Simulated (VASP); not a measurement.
Here is a VASP 6.6.1 calculation.

The input INCAR:

```
PREC = Accurate
ENCUT = 520
EDIFF = 1E-6
ISMEAR = 0
SIGMA = 0.1
LREAL = False
LASPH = True
NELM = 60
ALGO = Normal
ISIF = 2
LWAVE = False
LCHARG = False
LDIPOL = True
IDIPOL = 3
DIPOL = 0.5 0.5 0.322
GGA = PE
IVDW = 12
NBANDS = 53
```

The input KPOINTS:

```
regular mesh
0
Gamma
  6 6 1
```

The input POSCAR:

```
SiW6
1.0
    4.4682526324      0.0000000000      0.0000000000
   -2.2341263162      3.8696202902      0.0000000000
    0.0000000000      0.0000000000     21.7259061349
W Si
6 1
Direct
    0.6666666667      0.3333333333      0.1841119986
    0.3333333333      0.6666666667      0.2260931360
    0.0000000000      0.0000000000      0.2680742733
    0.6666666667      0.3333333333      0.3070897866
    0.3333333333      0.6666666667      0.3466976876
    0.0000000000      0.0000000000      0.3832248047
    0.3333333333      0.6666666667      0.5397200035
```

Potentials or basis: VASP PAW PBE potentials, release 64 (W_sv, Si).

Command:

```console
$ cat potpaw_PBE.64/W_sv/POTCAR potpaw_PBE.64/Si/POTCAR > POTCAR
$ mpirun -np 1 vasp_std > vasp.out
```

(1) What does it give for the dispersion energy per atom?

(2) Estimate the band gap on the k mesh.

(3) What does it give for the largest force?

## Answers

(1) -0.410 eV.

(2) zero (band 44 reaches 0.37 eV, above the bottom of band 45 at 0.07 eV).

(3) 4.265 eV/Å.

Caveat: spin-orbit coupling is left out, which moves the levels of the heavy elements.
